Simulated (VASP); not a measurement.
A run of VASP 6.6.1 is set up as follows.

File INCAR:

```
PREC = Accurate
ENCUT = 600
EDIFF = 1E-6
ISMEAR = 0
SIGMA = 0.1
LREAL = F
LASPH = T
NELM = 60
ALGO = Fast
ISIF = 4
LWAVE = F
LCHARG = F
GGA = PE
IBRION = 2
NSW = 50
EDIFFG = -0.01
```

The input KPOINTS:

```
regular mesh
0
Gamma
  14 14 14
```

File POSCAR:

```
Sn
1.0
   -2.9936678285      2.9936678285      1.6323514412
    2.9936678285     -2.9936678285      1.6323514412
    2.9936678285      2.9936678285     -1.6323514412
Sn
2
Direct
    0.7500000000      0.2500000000      0.5000000000
    0.0000000000      0.0000000000      0.0000000000
```

Potentials or basis: VASP PAW PBE potentials, release 64 (Sn_d).

Run with:

```sh
$ cat potpaw_PBE.64/Sn_d/POTCAR > POTCAR
$ mpirun -np 1 vasp_std > vasp.out
```

(1) What does it give for the band gap on the k mesh?

Answers

(1) zero (bands 14 and 15 overlap by 3.61 eV).

Caveat: spin-orbit coupling is left out, which moves the levels of the heavy elements.
